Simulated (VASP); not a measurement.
# C19O in VASP: notebook

C19O is run at these levels: PBEsol; tasks: single point.

Program: VASP 6.6.1. These are calculated values, not measurements. Logs are shortened: lines on timing, memory, paths and dates and some standing lists are left out, and cuts for length are marked.

**1. The cell of the first run**

The cell holds a slab with vacuum, 20 atoms: a = 7.398 Å, b = 7.398 Å, c = 12.000 Å, α = 90.00°, β = 90.00°, γ = 120.00°.

**2. Single point, PBEsol**

Input file INCAR:

```
PREC = Accurate
ENCUT = 520
EDIFF = 1E-6
ISMEAR = -1
SIGMA = 0.05
LREAL = Auto
LASPH = T
NELM = 100
ALGO = Normal
ISIF = 2
LWAVE = F
LCHARG = F
GGA = PS
NBANDS = 57
```

Input file KPOINTS:

```
regular mesh
0
Gamma
  2 2 1
```

Input file POSCAR:

```
C19O
1.0
    7.3980000000      0.0000000000      0.0000000000
   -3.6990000000      6.4068560000      0.0000000000
    0.0000000000      0.0000000000     12.0000000000
C O
19 1
Direct
   -0.0073818638     -0.0102689993      0.0671829167
    0.2162228449      0.1015424726      0.0671669167
   -0.0061957764      0.3239431322      0.0671740000
    0.2150436461      0.4345733695      0.0671300833
   -0.0065093307      0.6561165102      0.0670595000
    0.2153506076      0.7670556354      0.0670000000
    0.3271366482     -0.0093590366      0.0670766667
    0.5483509698      0.1012415450      0.0671161667
    0.3268405055      0.3227453528      0.0671540000
    0.5486541999      0.4336852584      0.0671265000
    0.3259554878      0.6564105702      0.0670075833
    0.5495852343      0.7682356213      0.0670908333
    0.6601890784     -0.0105558795      0.0671272500
    0.8820050750      0.1003396986      0.0671841667
    0.6592526218      0.3230648543      0.0671426667
    0.8828849100      0.4348885007      0.0671176667
    0.6604882033      0.6572924380      0.0671212500
    0.8817054301      0.7679323525      0.0671258333
    0.1302761228      0.6954141001      0.3438188333
    0.1432595601      0.5554928970      0.3708547500
```

Potentials or basis: VASP PAW PBE potentials, release 64 (C, O).

Started as:

```bash
$ cat potpaw_PBE.64/C/POTCAR potpaw_PBE.64/O/POTCAR > POTCAR
$ mpirun -np 1 vasp_std > vasp.out
```

OUTCAR:

```text
PREC = Accurate
   ENCUT = 520
   EDIFF = 1E-6
   ISMEAR = -1
   LREAL = Auto
   LASPH = T
   NELM = 100
   ISIF = 2
   GGA = PS

 ion  position               nearest neighbor table
   1  0.993  0.990  0.067-  14 1.42  18 1.42   2 1.43
   2  0.216  0.102  0.067-   9 1.42   7 1.42   1 1.43
   3  0.994  0.324  0.067-   4 1.42  16 1.42  14 1.43
   4  0.215  0.435  0.067-   3 1.42  11 1.42   9 1.43
   5  0.993  0.656  0.067-  16 1.42   6 1.42  18 1.43
   6  0.215  0.767  0.067-  11 1.42   5 1.42   7 1.43
[... 10 lines left out ...]
  17  0.660  0.657  0.067-  18 1.42  12 1.42  10 1.43
  18  0.882  0.768  0.067-  17 1.42   1 1.42   5 1.43
  19  0.130  0.695  0.344-  20 1.13
  20  0.143  0.555  0.371-  19 1.13

  LATTYP: Found a hexagonal cell.
 ALAT       =     7.3980000000
 C/A-ratio  =     1.6220600162

  Lattice vectors:

 A1 = (   7.3980000000,   0.0000000000,   0.0000000000)
 A2 = (  -3.6990000000,   6.4068560000,   0.0000000000)
 A3 = (   0.0000000000,   0.0000000000,  12.0000000000)

Analysis of symmetry for initial positions (statically):
=====================================================================
 Subroutine PRICEL returns:
 Original cell was already a primitive cell.

 Routine SETGRP: Setting up the symmetry group for a
 hexagonal supercell.

 Subroutine GETGRP returns: Found  1 space group operations
 (whereof  1 operations were pure point group operations)
 out of a pool of 24 trial point group operations.

The static configuration has the point symmetry C_1 .

Analysis of symmetry for dynamics (positions and initial velocities):
=====================================================================
 Subroutine PRICEL returns:
 Original cell was already a primitive cell.

 Routine SETGRP: Setting up the symmetry group for a
 hexagonal supercell.

 Subroutine GETGRP returns: Found  1 space group operations
 (whereof  1 operations were pure point group operations)
 out of a pool of 24 trial point group operations.

The dynamic configuration has the point symmetry C_1 .

 Subroutine INISYM returns: Found  1 space group operations
 (whereof  1 operations are pure point group operations),
 and found     1 'primitive' translations

----------------------------------------------------------------------------------------

                                     Primitive cell
[... 109 lines left out ...]
   NSW    =      0    number of steps for IOM
   IBRION =     -1    ionic relax: 0-MD 1-quasi-New 2-CG
   NFREE  =      0    steps in history (QN), initial steepest desc. (CG)
   ISIF   =      2    stress and relaxation
   ISYM   =      2    0-nonsym 1-usesym 2-fastsym
   POTIM  = 0.5000    time-step for ionic-motion
   TEBEG  =    0.0;   TEEND  =   0.0 temperature during run
   PSTRESS=    0.0 pullay stress
   NELECT =      82.0000    total number of electrons
   NUPDOWN=      -1.0000    fix difference up-down
   EMIN   =  10.00;   EMAX   =-10.00  energy-range for DOS
   EFERMI =   0.00;   METHOD = LEGACY
   ISMEAR =    -1;   SIGMA  =   0.05  broadening in eV -4-tet -1-fermi 0-gaus
   EFERMI_NEDOS =   21; number of points for ismear=-14 and -15
   IALGO  =     38    algorithm
   IMIX   =      4    mixing-type and parameters
     AMIX     =   0.40;   BMIX     =  1.00
     AMIX_MAG =   1.60;   BMIX_MAG =  1.00
  volume/ion in A,a.u.               =      28.44       191.91
  Fermi-wavevector in a.u.,A,eV,Ry     =   0.858419  1.622176 10.025902  0.736883
  Thomas-Fermi vector in A             =   1.975621
   LORBIT       =      0    0 simple, 1 ext, 2 COOP (PROOUT), +10 PAW based schemes
   GGA     = PS    functional components
   LHFCALC =     F    Hartree Fock is set to
   AEXX    =    0.0000 exact exchange contribution
   IVDW    =     0    specifies the selected vdW correction
   LEPSILON=     F    determine dielectric tensor
   LRPA    =     F    only Hartree local field effects (RPA)
 non-spin polarized calculation
  energy-cutoff  :      520.00
  volume of cell :      568.78
 maximum number of plane-waves:     15363
 NGX is ok and might be reduce to    56
   NGX = 27   NGY = 27   NGZ = 45

 number of electron      81.9999999 magnetization

 Free energy of the ion-electron system (eV)
  ---------------------------------------------------
  ext. energy  EPLUGINS =         0.00000000
  ---------------------------------------------------
  free energy    TOTEN  =      -188.29247387 eV

  energy without entropy =     -188.23770281  energy(sigma->0) =     -188.26508834

 E-fermi :  -1.5636     XC(G=0):  -4.1999

 val. band max:       -1.6211540781   @ k =   0.0000   0.0000   0.0000
 cond. band min:      -1.5061712204   @ k =   0.0000   0.0000   0.0000
 fundamental gap:      0.1149828577
 Fermi energy:        -1.5636270846

 k-point     1 :       0.0000    0.0000    0.0000
  band No.  band energies     occupation
      1     -26.4922      2.00000
      2     -21.0455      2.00000
      3     -18.5064      2.00000
      4     -18.4996      2.00000
      5     -18.4473      2.00000
      6     -18.4444      2.00000
[... 213 lines left out ...]
     52       3.8808      0.00000
     53       4.1959      0.00000
 [bands above 53 left out]

------------------------ aborting loop because EDIFF is reached ----------------------------------------

  FORCE on cell =-STRESS in cart. coord.  units (eV):
  Direction    XX          YY          ZZ          XY          YZ          ZX
  --------------------------------------------------------------------------------------
  -------------------------------------------------------------------------------------
  Total       -1.7295818     -1.3955480     -0.0332543     -0.4865780     -0.2483428      0.1570244
  in kB       -4.8720433     -3.9311066     -0.0936737     -1.3706371     -0.6995547      0.4423207
  external PRESSURE =      -2.9656079 kB  Pullay stress =       0.0000000 kB

 VOLUME and BASIS-vectors are now :
 -----------------------------------------------------------------------------
  energy-cutoff  :      520.00
  volume of cell :      568.78
      direct lattice vectors                 reciprocal lattice vectors
     7.398000000  0.000000000  0.000000000     0.135171668  0.078041398  0.000000000
    -3.699000000  6.406856000  0.000000000     0.000000000  0.156082796  0.000000000
     0.000000000  0.000000000 12.000000000     0.000000000  0.000000000  0.083333333

 POSITION                                       TOTAL-FORCE (eV/Angst)
 -----------------------------------------------------------------------------------
      3.68237      6.34106      0.80620         0.007259      0.007898      0.001584
      1.22401      0.65057      0.80600        -0.009393     -0.004690     -0.003026
      6.15390      2.07546      0.80609         0.005961     -0.010863     -0.001160
     -0.01659      2.78425      0.80556         0.004893     -0.005668     -0.001876
      4.92287      4.20364      0.80471        -0.007406      0.003879     -0.002711
     -1.24418      4.91441      0.80400        -0.007366      0.007360     -0.000149
[... 12 lines left out ...]
     -1.60855      4.45542      4.12583        -0.533824      0.781432     -0.281059
     -0.99493      3.55896      4.45026         0.533576     -0.782102      0.281912
 -----------------------------------------------------------------------------------
    total drift:                               -0.010926     -0.012659      0.018291

  FREE ENERGIE OF THE ION-ELECTRON SYSTEM (eV)
  ---------------------------------------------------
  free  energy   TOTEN  =      -188.2924738712 eV

  energy  without entropy=     -188.2377028059  energy(sigma->0) =     -188.26508834
```

Wall time 5.7 min (1 thread of Oxide Virtual Turin-like, shared host); peak memory 0.53 GiB.

What came out:

| Property | Result |
| --- | --- |
| Free energy | -188.2925 eV |
| Largest force | 0.988 eV/Å |
| Band gap on the k mesh | 0.12 eV |

Forces on the atoms (eV/Å):
```
C    0.007  0.008  0.002
C   -0.009 -0.005 -0.003
C    0.006 -0.011 -0.001
C    0.005 -0.006 -0.002
C   -0.007  0.004 -0.003
C   -0.007  0.007  0.000
C   -0.003 -0.006 -0.003
C    0.011 -0.007 -0.002
C   -0.002  0.006  0.000
C   -0.006  0.009 -0.002
C    0.014  0.002 -0.001
C   -0.011 -0.002  0.003
C   -0.002  0.007  0.002
C   -0.005  0.009  0.003
C    0.007  0.006  0.001
C   -0.004 -0.012  0.001
C    0.004 -0.010  0.005
C    0.003  0.001  0.001
C   -0.534  0.781 -0.281
O    0.534 -0.782  0.282
```

Caveat: the k points lie up to 0.49 Å⁻¹ apart; there is no dipole correction, which matters where the two faces differ; semilocal functionals underestimate gaps, and a narrow one can read as zero; the PAW data sets were made with another functional, which shifts forces and pressure a little.

**3. Single point, PBEsol**

Input file INCAR:

```
PREC = Accurate ; ENCUT = 520
EDIFF = 1E-6 ; ISMEAR = -1
SIGMA = 0.05 ; LREAL = Auto
LASPH = T ; NELM = 80
ALGO = Normal ; ISIF = 2
LWAVE = F ; LCHARG = T
GGA = PS ; LELF = T
LVHAR = T ; NBANDS = 57
```

Input file KPOINTS:

```
Automatic mesh
0
Gamma
  2 2 1
```

Input file POSCAR:

```
C19O
1.0
    7.3980000000      0.0000000000      0.0000000000
   -3.6990000000      6.4068560000      0.0000000000
    0.0000000000      0.0000000000     12.0000000000
C O
19 1
Direct
   -0.0077278679     -0.0112975850      0.0666637500
    0.2155537744      0.1002867865      0.0666235000
   -0.0069148489      0.3228026352      0.0666470000
    0.2146930724      0.4335875506      0.0666202500
   -0.0069530366      0.6553304772      0.0665655000
    0.2147415239      0.7661556620      0.0665337500
    0.3264408929     -0.0104712826      0.0665473333
    0.5480122188      0.1002566626      0.0665977500
    0.3263973591      0.3219817958      0.0666351667
    0.5480357243      0.4327500103      0.0666186667
    0.3255895060      0.6553723074      0.0665605833
    0.5488875866      0.7669690094      0.0666286667
    0.6597318460     -0.0113248995      0.0666337500
    0.8813703437      0.0993938369      0.0666651667
    0.6589032227      0.3220219090      0.0666165000
    0.8822079865      0.4336114313      0.0665862500
    0.6597597681      0.6561675493      0.0666393333
    0.8813619603      0.7669385733      0.0666406667
    0.1490720045      0.6843721788      0.3421390833
    0.0919478401      0.5150949233      0.3638373333
```

Potentials or basis: VASP PAW PBE potentials, release 64 (C, O).

Started as:

```bash
$ cat potpaw_PBE.64/C/POTCAR potpaw_PBE.64/O/POTCAR > POTCAR
$ mpirun -np 1 vasp_std > vasp.out
```

OUTCAR:

```text
PREC = Accurate
   ENCUT = 520
   EDIFF = 1E-6
   ISMEAR = -1
   LREAL = Auto
   LASPH = T
   NELM = 80
   ISIF = 2
   GGA = PS

 ion  position               nearest neighbor table
   1  0.992  0.989  0.067-  14 1.42  18 1.42   2 1.43
   2  0.216  0.100  0.067-   7 1.42   9 1.42   1 1.43
   3  0.993  0.323  0.067-   4 1.42  16 1.42  14 1.43
   4  0.215  0.434  0.067-   3 1.42  11 1.42   9 1.43
   5  0.993  0.655  0.067-   6 1.42  16 1.42  18 1.43
   6  0.215  0.766  0.067-  11 1.42   5 1.42   7 1.43
[... 452 lines left out ...]
  Total       -2.2022142     -0.9469646     -0.0530015     -0.1923023     -0.2403997      0.0408264
  in kB       -6.2033975     -2.6674960     -0.1492994     -0.5416946     -0.6771797      0.1150035
  external PRESSURE =      -3.0067310 kB  Pullay stress =       0.0000000 kB

 VOLUME and BASIS-vectors are now :
 -----------------------------------------------------------------------------
  energy-cutoff  :      520.00
  volume of cell :      568.78
      direct lattice vectors                 reciprocal lattice vectors
     7.398000000  0.000000000  0.000000000     0.135171668  0.078041398  0.000000000
    -3.699000000  6.406856000  0.000000000     0.000000000  0.156082796  0.000000000
     0.000000000  0.000000000 12.000000000     0.000000000  0.000000000  0.083333333

 POSITION                                       TOTAL-FORCE (eV/Angst)
 -----------------------------------------------------------------------------------
      3.68362      6.33447      0.79996        -0.015374     -0.012607      0.000628
      1.22371      0.64252      0.79948         0.004867      0.003314      0.000540
      6.15280      2.06815      0.79976         0.002177      0.004744     -0.000104
     -0.01554      2.77793      0.79944        -0.006528      0.004456      0.000580
      4.92249      4.19861      0.79879         0.004392     -0.002701     -0.001345
     -1.24535      4.90865      0.79840         0.005666     -0.005953     -0.000138
[... 12 lines left out ...]
     -1.42866      4.38467      4.10567        -0.180627      0.949913     -0.231186
     -1.22511      3.30014      4.36605         0.175750     -0.944540      0.227423
 -----------------------------------------------------------------------------------
    total drift:                               -0.009830      0.001569     -0.005124

  FREE ENERGIE OF THE ION-ELECTRON SYSTEM (eV)
  ---------------------------------------------------
  free  energy   TOTEN  =      -188.2921136470 eV

  energy  without entropy=     -188.2323211215  energy(sigma->0) =     -188.26221738
```

OSZICAR:

```text
N       E                     dE             d eps       ncg     rms          rms(c)
DAV:   1     0.634898866346E+03    0.63490E+03   -0.33809E+04   472   0.115E+03
DAV:   2    -0.102703192312E+03   -0.73760E+03   -0.71065E+03   671   0.275E+02
DAV:   3    -0.197665220852E+03   -0.94962E+02   -0.94380E+02   544   0.103E+02
[... 14 lines left out ...]
DAV:  18    -0.188292094269E+03   -0.71458E-04   -0.63763E-06   472   0.610E-03    0.192E-03
DAV:  19    -0.188292106347E+03   -0.12077E-04   -0.81836E-07   424   0.249E-03    0.588E-04
DAV:  20    -0.188292111686E+03   -0.53393E-05   -0.42048E-07   336   0.156E-03    0.287E-04
DAV:  21    -0.188292113077E+03   -0.13913E-05   -0.12859E-07   384   0.831E-04    0.258E-04
DAV:  22    -0.188292113647E+03   -0.56983E-06   -0.45119E-08   368   0.552E-04
   1 F= -.18829211E+03 E0= -.18826222E+03  d E =-.597925E-01
```

Wall time 7.9 min (1 thread of Oxide Virtual Turin-like, shared host); peak memory 0.54 GiB.

What came out:

* Free energy: -188.2921 eV
* Largest force: 0.994 eV/Å
* Band gap on the k mesh: 0.08 eV

Forces on the atoms (eV/Å):
```
C   -0.015 -0.013  0.001
C    0.005  0.003  0.001
C    0.002  0.005  0.000
C   -0.007  0.004  0.001
C    0.004 -0.003 -0.001
C    0.006 -0.006  0.000
C   -0.004  0.012  0.001
C    0.000  0.003  0.000
C    0.014 -0.009  0.001
C    0.007  0.000  0.000
C   -0.009 -0.005  0.000
C    0.000  0.010  0.000
C    0.016 -0.011  0.001
C    0.000 -0.008  0.000
C   -0.009 -0.007  0.000
C    0.004  0.007  0.000
C    0.002  0.001  0.000
C   -0.011  0.009  0.001
C   -0.181  0.950 -0.231
O    0.176 -0.945  0.227
```

Caveat: the k points lie up to 0.49 Å⁻¹ apart; there is no dipole correction, which matters where the two faces differ; semilocal functionals underestimate gaps, and a narrow one can read as zero; the PAW data sets were made with another functional, which shifts forces and pressure a little.
